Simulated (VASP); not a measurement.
# CdPd (P4/mmm) in VASP: electric field gradients with LDA

Aim: the electric field gradients of CdPd with LDA.

Program: VASP 6.6.1. These are calculated values, not measurements. Logs are shortened: lines on timing, memory, paths and dates and some standing lists are left out, and cuts for length are marked.

**1. The cell of the first run**

Symmetry: P4/mmm, No. 123, tetragonal system. Conventional cell: a = 2.969 Å, b = 2.969 Å, c = 3.614 Å, α = 90.00°, β = 90.00°, γ = 90.00°. Cd (site symmetry 4/mmm) has 8 Pd at 2.77 Å and 6 Cd at 2.97 to 3.61 Å within 3.7 Å. Within 3.7 Å of Pd (site symmetry 4/mmm) lie 8 Cd at 2.77 Å and 6 Pd at 2.97 to 3.61 Å.

**2. Electric field gradients, LDA**

Input file INCAR:

```
SYSTEM = CdPd
PREC = Accurate
ENCUT = 470
EDIFF = 1E-8
ISMEAR = -1
SIGMA = 0.15
LREAL = .False.
LASPH = .True.
NELM = 120
ALGO = Normal
ISIF = 2
LWAVE = .False.
LCHARG = .False.
LEFG = .True.
NBANDS = 26
GGA_COMPAT = .False.
```

Input file KPOINTS:

```
regular mesh
0
Gamma
  14 14 12
  0 0 0
```

Input file POSCAR:

```
CdPd
1.0
    2.9688783375      0.0000000000      0.0000000000
    0.0000000000      2.9688783375      0.0000000000
    0.0000000000      0.0000000000      3.6136401709
Cd Pd
1 1
Direct
    0.0000000000      0.0000000000      0.0000000000
    0.5000000000      0.5000000000      0.5000000000
```

Potentials or basis: VASP PAW LDA potentials, release 64 (Cd_sv_GW, Pd_sv_GW).

Run with:

```console
cat potpaw_LDA.64/Cd_sv_GW/POTCAR potpaw_LDA.64/Pd_sv_GW/POTCAR > POTCAR
mpirun -np 1 vasp_std > vasp.out
```

OUTCAR:

```text
SYSTEM = CdPd
   PREC = Accurate
   ENCUT = 470
   EDIFF = 1E-8
   ISMEAR = -1
   LREAL = .False.
   LASPH = .True.
   NELM = 120
   ISIF = 2

 ion  position               nearest neighbor table
   1  0.000  0.000  0.000-
   2  0.500  0.500  0.500-

  LATTYP: Found a simple tetragonal cell.
 ALAT       =     2.9688783375
 C/A-ratio  =     1.2171735451

  Lattice vectors:

 A1 = (   2.9688783375,   0.0000000000,   0.0000000000)
 A2 = (   0.0000000000,   2.9688783375,   0.0000000000)
 A3 = (   0.0000000000,   0.0000000000,   3.6136401709)

Analysis of symmetry for initial positions (statically):
=====================================================================
 Subroutine PRICEL returns:
 Original cell was already a primitive cell.

 Routine SETGRP: Setting up the symmetry group for a
 simple tetragonal supercell.

 Subroutine GETGRP returns: Found 16 space group operations
 (whereof 16 operations were pure point group operations)
 out of a pool of 16 trial point group operations.

The static configuration has the point symmetry D_4h.

Analysis of symmetry for dynamics (positions and initial velocities):
=====================================================================
 Subroutine PRICEL returns:
 Original cell was already a primitive cell.

 Routine SETGRP: Setting up the symmetry group for a
 simple tetragonal supercell.

 Subroutine GETGRP returns: Found 16 space group operations
 (whereof 16 operations were pure point group operations)
 out of a pool of 16 trial point group operations.

The dynamic configuration has the point symmetry D_4h.

 Subroutine INISYM returns: Found 16 space group operations
 (whereof 16 operations are pure point group operations),
 and found     1 'primitive' translations

----------------------------------------------------------------------------------------

                                     Primitive cell

  volume of cell :      31.8515

  direct lattice vectors                    reciprocal lattice vectors
     2.968878338  0.000000000  0.000000000     0.336827544  0.000000000  0.000000000
     0.000000000  2.968878338  0.000000000     0.000000000  0.336827544  0.000000000
     0.000000000  0.000000000  3.613640171     0.000000000  0.000000000  0.276729268

  length of vectors
     2.968878338  2.968878338  3.613640171     0.336827544  0.336827544  0.276729268

  position of ions in fractional coordinates (direct lattice)
     0.000000000  0.000000000  0.000000000
     0.500000000  0.500000000  0.500000000

  ion indices of the primitive-cell ions
   primitive index   ion index
                 1           1
                 2           2

----------------------------------------------------------------------------------------

 KPOINTS: regular mesh

Automatic generation of k-mesh.
 Grid dimensions read from file:
 generate k-points for:   14   14   12

 Generating k-lattice:

  Cartesian coordinates                     Fractional coordinates (reciprocal lattice)
     0.024059110  0.000000000  0.000000000     0.071428571  0.000000000  0.000000000
     0.000000000  0.024059110  0.000000000     0.000000000  0.071428571  0.000000000
     0.000000000  0.000000000  0.023060772     0.000000000  0.000000000  0.083333333

  Length of vectors
     0.024059110  0.024059110  0.023060772

  Shift w.r.t. Gamma in fractional coordinates (k-lattice)
     0.000000000  0.000000000  0.000000000

 Subroutine IBZKPT returns following result:
 ===========================================

 Found    252 irreducible k-points:

 Following reciprocal coordinates:
            Coordinates               Weight
  0.000000  0.000000  0.000000      1.000000
  0.071429  0.000000  0.000000      4.000000
  0.142857  0.000000  0.000000      4.000000
  0.214286  0.000000  0.000000      4.000000
  0.285714  0.000000  0.000000      4.000000
  0.357143  0.000000  0.000000      4.000000
[... 16 lines left out ...]
  0.285714  0.214286  0.000000      8.000000
  0.357143  0.214286  0.000000      8.000000
 [... further k-points ...]
   k-points           NKPTS =    252   k-points in BZ     NKDIM =    252   number of bands    NBANDS=     26
   number of dos      NEDOS =    301   number of ions     NIONS =      2
   total plane-waves  NPLWV =  16128
   dimension x,y,z NGX =    24 NGY =   24 NGZ =   28
   dimension x,y,z NGXF=    48 NGYF=   48 NGZF=   56
   ions per type =               1   1
   NGX,Y,Z   is equivalent  to a cutoff of  13.44, 13.44, 12.88 a.u.
   NGXF,Y,Z  is equivalent  to a cutoff of  26.88, 26.88, 25.76 a.u.
 SYSTEM =  CdPd
   PREC   = accura    normal or accurate (medium, high low for compatibility)
   ISTART =      0    job   : 0-new  1-cont  2-samecut
   ICHARG =      2    charge: 1-file 2-atom 10-const
   ISPIN  =      1    spin polarized calculation?
   LNONCOLLINEAR =      F non collinear calculations
   LSORBIT =      F    spin-orbit coupling
   LASPH  =      T    aspherical Exc in radial PAW
   ENCUT  =  470.0 eV  34.54 Ry    5.88 a.u.   5.25  5.25  6.39*2*pi/ulx,y,z
   NELM   =    120;   NELMIN=  2; NELMDL= -5     # of ELM steps
   EDIFF  = 0.1E-07   stopping-criterion for ELM
   LREAL  =      F    real-space projection
   EDIFFG = 0.1E-06   stopping-criterion for IOM
   NSW    =      0    number of steps for IOM
   IBRION =     -1    ionic relax: 0-MD 1-quasi-New 2-CG
   NFREE  =      0    steps in history (QN), initial steepest desc. (CG)
   ISIF   =      2    stress and relaxation
   ISYM   =      2    0-nonsym 1-usesym 2-fastsym
   POTIM  = 0.5000    time-step for ionic-motion
   TEBEG  =    0.0;   TEEND  =   0.0 temperature during run
   PSTRESS=    0.0 pullay stress
   NELECT =      38.0000    total number of electrons
   NUPDOWN=      -1.0000    fix difference up-down
   EMIN   =  10.00;   EMAX   =-10.00  energy-range for DOS
   EFERMI =   0.00;   METHOD = LEGACY
   ISMEAR =    -1;   SIGMA  =   0.15  broadening in eV -4-tet -1-fermi 0-gaus
   EFERMI_NEDOS =   21; number of points for ismear=-14 and -15
   IALGO  =     38    algorithm
   IMIX   =      4    mixing-type and parameters
     AMIX     =   0.40;   BMIX     =  1.00
     AMIX_MAG =   1.60;   BMIX_MAG =  1.00
  volume/ion in A,a.u.               =      15.93       107.47
  Fermi-wavevector in a.u.,A,eV,Ry     =   1.736305  3.281142 41.018254  3.014757
  Thomas-Fermi vector in A             =   2.809745
   LORBIT       =      0    0 simple, 1 ext, 2 COOP (PROOUT), +10 PAW based schemes
   GGA     = CA    functional components
   LHFCALC =     F    Hartree Fock is set to
   AEXX    =    0.0000 exact exchange contribution
   IVDW    =     0    specifies the selected vdW correction
   LEPSILON=     F    determine dielectric tensor
   LRPA    =     F    only Hartree local field effects (RPA)
 non-spin polarized calculation
  energy-cutoff  :      470.00
  volume of cell :       31.85
 maximum number of plane-waves:       753
 NGX is ok and might be reduce to    24
   NGX = 11   NGY = 11   NGZ = 13

 number of electron      38.0000012 magnetization

 Free energy of the ion-electron system (eV)
  ---------------------------------------------------
  ext. energy  EPLUGINS =         0.00000000
  ---------------------------------------------------
  free energy    TOTEN  =        -7.46718020 eV

  energy without entropy =       -7.42922999  energy(sigma->0) =       -7.44820509

 E-fermi :   8.3979     XC(G=0): -13.4316

 val. band max:        8.3421796192   @ k =   0.4286   0.0714   0.4167
 cond. band min:       8.4344147492   @ k =   0.2143   0.0000   0.3333
 fundamental gap:      0.0922351300
 Fermi energy:         8.3979202576

 k-point     1 :       0.0000    0.0000    0.0000
  band No.  band energies     occupation
      1     -93.5617      2.00000
      2     -75.4743      2.00000
      3     -54.9464      2.00000
      4     -54.9464      2.00000
      5     -54.9249      2.00000
      6     -41.5262      2.00000
[... 18 lines left out ...]
     25      24.0444      0.00000
     26      24.1408      0.00000

 k-point     2 :       0.0714    0.0000    0.0000
  band No.  band energies     occupation
      1     -93.5620      2.00000
      2     -75.4740      2.00000
      3     -54.9492      2.00000
      4     -54.9466      2.00000
      5     -54.9250      2.00000
      6     -41.5261      2.00000
[... 18 lines left out ...]
     25      24.2181      0.00000
[... 608 lines left out ...]
     25      22.9818      0.00000
     26      23.7481      0.00000

 k-point    24 :       0.3571    0.2143    0.0000
  band No.  band energies     occupation
      1     -93.5593      2.00000
      2     -75.4664      2.00000
      3     -54.9773      2.00000
      4     -54.9594      2.00000
      5     -54.9208      2.00000
      6     -41.5167      2.00000
[... 18 lines left out ...]
     25      21.7820      0.00000
     26      22.2559      0.00000

 [... further k-points ...]

------------------------ aborting loop because EDIFF is reached ----------------------------------------

  FORCE on cell =-STRESS in cart. coord.  units (eV):
  Direction    XX          YY          ZZ          XY          YZ          ZX
  --------------------------------------------------------------------------------------
  -------------------------------------------------------------------------------------
  Total       -0.6312063     -0.6312063     -0.6407511      0.0000000      0.0000000      0.0000000
  in kB      -31.7506195    -31.7506195    -32.2307377      0.0000000      0.0000000      0.0000000
  external PRESSURE =     -31.9106589 kB  Pullay stress =       0.0000000 kB

 VOLUME and BASIS-vectors are now :
 -----------------------------------------------------------------------------
  energy-cutoff  :      470.00
  volume of cell :       31.85
      direct lattice vectors                 reciprocal lattice vectors
     2.968878338  0.000000000  0.000000000     0.336827544  0.000000000  0.000000000
     0.000000000  2.968878338  0.000000000     0.000000000  0.336827544  0.000000000
     0.000000000  0.000000000  3.613640171     0.000000000  0.000000000  0.276729268

 POSITION                                       TOTAL-FORCE (eV/Angst)
 -----------------------------------------------------------------------------------
      0.00000      0.00000      0.00000         0.000000      0.000000      0.000000
      1.48444      1.48444      1.80682         0.000000      0.000000      0.000000
 -----------------------------------------------------------------------------------
    total drift:                                0.000000      0.000000     -0.000000

  FREE ENERGIE OF THE ION-ELECTRON SYSTEM (eV)
  ---------------------------------------------------
  free  energy   TOTEN  =        -7.4671802008 eV

  energy  without entropy=       -7.4292299872  energy(sigma->0) =       -7.44820509

 Electric field gradients (V/A^2)
---------------------------------------------------------------------
 ion       V_xx      V_yy      V_zz      V_xy      V_xz      V_yz
---------------------------------------------------------------------
   1      20.019    20.019   -40.037    -0.000     0.000     0.000
   2     -20.221   -20.221    40.443    -0.000    -0.000     0.000
---------------------------------------------------------------------

 Electric field gradients after diagonalization (V/A^2)
 (convention: |V_zz| > |V_xx| > |V_yy|)
----------------------------------------------------------------------
 ion       V_xx      V_yy      V_zz     asymmetry (V_yy - V_xx)/ V_zz
----------------------------------------------------------------------
   1      20.019    20.019   -40.037       0.000
   2     -20.221   -20.221    40.443       0.000
----------------------------------------------------------------------

           NMR quadrupolar parameters

 Cq : quadrupolar parameter    Cq=e*Q*V_zz/h
 eta: asymmetry parameters     (V_yy - V_xx)/ V_zz
 Q  : nuclear electric quadrupole moment in mb (millibarn)
----------------------------------------------------------------------
 ion       Cq(MHz)       eta       Q (mb)
----------------------------------------------------------------------
   1      -0.097       0.000       1.000
   2       0.098       0.000       1.000
----------------------------------------------------------------------
```

It took 2.3 min on 1 thread of Intel Xeon Platinum 8259CL at 2.50GHz (Skylake/Cascade Lake), shared host; peak memory 0.34 GiB.

Results:

* Free energy: -7.4672 eV
* Pressure: -3.2 GPa
* Band gap on the k mesh: zero (bands 19 and 20 overlap by 5.82 eV)
* Largest electric field gradient by atom: Cd -40.0; Pd +40.4 V/Å²

Levels at points of the mesh, in eV from the Fermi level:
```
           k point  band 15  band 16  band 17  band 18  band 19  band 20  band 21  band 22  band 23  band 24
(0.00, 0.00, 0.00)    -3.76    -3.29    -1.77    -1.77    -1.46     2.86     8.38     8.38     9.44    15.36
(0.50, 0.00, 0.00)    -3.70    -3.69    -3.45    -2.58    -2.04     0.33    10.34    10.41    10.66    11.83
(0.50, 0.50, 0.00)    -2.24    -2.22    -2.22    -0.81    -0.07    -0.07     5.19     5.83    10.52    11.28
(0.00, 0.00, 0.50)    -5.61    -4.07    -2.51    -2.51    -1.89    -1.58    13.25    13.25    14.12    14.17
(0.50, 0.00, 0.50)    -3.38    -2.02    -1.79    -1.52    -1.51    -0.86     3.45     4.01    13.84    14.27
(0.50, 0.50, 0.50)    -4.33    -4.33    -1.72    -0.80     4.06     5.79     5.79     5.82     5.82     6.38
```

Electric field gradients, principal values (V/Å²):
```csv
atom,least,middle,greatest (by size)
1 Cd,20.019,20.019,-40.037
2 Pd,-20.221,-20.221,40.443
```

Caveat: the cell stands under tension; without QUAD_EFG the Cq values of the log hold for a quadrupole moment of 1 mb, not for the nuclei.

The gap in the log of VASP goes by the Fermi energy; the results here count the filled bands.